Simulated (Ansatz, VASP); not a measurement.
## One calculation of TiSi, two programs

File INCAR:

```
ALGO = Normal
EDIFF = 1E-6
ENCUT = 520
GGA = PS
ISIF = 2
ISMEAR = 0
LASPH = T
LCHARG = F
LREAL = F
LWAVE = F
NBANDS = 42
NELM = 60
PREC = Accurate
SIGMA = 0.15
```

KPOINTS

```
k-points
0
Gamma
  6 12 8
```

The input POSCAR:

```
TiSi
1.0
    6.4518128620      0.0000000000      0.0000000000
    0.0000000000      3.6224438893      0.0000000000
    0.0000000000      0.0000000000      4.7156075418
Ti Si
4 4
Direct
    0.6761122807      0.2500000000      0.3705866206
    0.3238877193      0.7500000000      0.6294133794
    0.8238877193      0.7500000000      0.8705866206
    0.1761122807      0.2500000000      0.1294133794
    0.5441211300      0.2500000000      0.8536272412
    0.4558788700      0.7500000000      0.1463727588
    0.9558788700      0.7500000000      0.3536272412
    0.0441211300      0.2500000000      0.6463727588
```

Input for Ansatz:

```yaml
crystal:
  lattice:
    - [6.451812862, 0.0, 0.0]
    - [0.0, 3.6224438893, 0.0]
    - [0.0, 0.0, 4.7156075418]
  atoms:
    - { symbol: Ti, position: [0.6761122807, 0.25, 0.3705866206] }
    - { symbol: Ti, position: [0.3238877193, 0.75, 0.6294133794] }
    - { symbol: Ti, position: [0.8238877193, 0.75, 0.8705866206] }
    - { symbol: Ti, position: [0.1761122807, 0.25, 0.1294133794] }
    - { symbol: Si, position: [0.54412113, 0.25, 0.8536272412] }
    - { symbol: Si, position: [0.45587887, 0.75, 0.1463727588] }
    - { symbol: Si, position: [0.95587887, 0.75, 0.3536272412] }
    - { symbol: Si, position: [0.04412113, 0.25, 0.6463727588] }
basis:
  ecutwfc: 420
kpoints:
  mp_grid: { grid: [6, 12, 8] }
hamiltonian:
  xc: pbesol
scf:
  occupations: { method: gaussian, width: 0.15 }
output:
  forces: true
  stress: true
  eigenvalues: true
```

Change from the starting cell: strain -0.0500 x Voigt [0, 0, 1, 0, 0, 0], atoms carried along.

Alike in both runs: task single point; functional PBEsol; k mesh 6 × 12 × 8; occupations gaussian, width 0.15 eV; no spin polarisation.

|  | VASP | Ansatz |
| --- | --- | --- |
| version | VASP 6.6.1 | Ansatz 0.2.0 |
| potentials or method | VASP PAW PBE potentials, release 64 (Ti_sv, Si), cutoff 520 eV | scalar-relativistic, plane waves, PAW |
| valence electrons in the cell | 64 | 64 |

|  | VASP | Ansatz | Ansatz less VASP |
| --- | --- | --- | --- |
| gap on the k mesh at the Fermi level (eV) | none | none | - |
| pressure (GPa) | 10.1 | 9.9 | -0.14 |
| traceless stress, the component that is largest in VASP (GPa) | 12.54 | 12.51 | -0.031 |
| rms of the force components (eV/Å) | 0.189 | 0.188 | -0.0014 |

VASP's potentials were made for PBE, not for PBEsol. Atom by atom the forces differ by 0.002 eV/Å (rms over components). A gap of «none» marks a metal or a gap that the smearing closes. The functional is the same, so the differences come from potentials, cutoffs and numerics.
